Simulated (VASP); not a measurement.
Input of a VASP 6.6.1 run:

File INCAR:

```
SYSTEM = SiSn5
PREC = Accurate
ENCUT = 520
EDIFF = 1E-6
ISMEAR = 0
SIGMA = 0.1
LREAL = .FALSE.
LASPH = .TRUE.
NELM = 100
ALGO = Fast
ISIF = 2
LWAVE = .FALSE.
LCHARG = .FALSE.
GGA = PE
NBANDS = 46
```

File KPOINTS:

```
regular mesh
0
G
  3 3 4
  0 0 0
```

File POSCAR:

```
SiSn5
1.0
    5.7659842800      0.0000000000      0.0000000000
   -2.8829921400      4.9934888700      0.0000000000
    0.0000000000      0.0000000000      5.4026027400
Si Sn
1 5
Direct
    0.0000000000      0.0000000000      0.0000000000
    0.3333333300      0.6666666700      0.0000000000
    0.6666666700      0.3333333300      0.0000000000
    0.6666666700      0.6666666700      0.5000000000
    0.3333333300      0.0000000000      0.5000000000
    0.0000000000      0.3333333300      0.5000000000
```

Potentials or basis: VASP PAW PBE potentials, release 64 (Si, Sn_d).

Launch:

```bash
$ cat potpaw_PBE.64/Si/POTCAR potpaw_PBE.64/Sn_d/POTCAR > POTCAR
$ mpirun -np 1 vasp_std > vasp.out
```

Estimate the band gap on the k mesh.

zero (band 37 reaches 8.29 eV, above the bottom of band 38 at 5.97 eV).

Estimate the pressure.

-0.2 GPa.

What does it give for the largest force?

0.328 eV/Å.

Forces in eV/Å, atoms in the order of the input:
```
Si   0.000  0.000  0.000
Sn   0.000  0.000  0.000
Sn   0.000  0.000  0.000
Sn   0.164  0.284  0.000
Sn  -0.328  0.000  0.000
Sn   0.164 -0.284  0.000
```

Caveat: the k points lie up to 0.42 Å⁻¹ apart; spin-orbit coupling is left out, which moves the levels of the heavy elements.
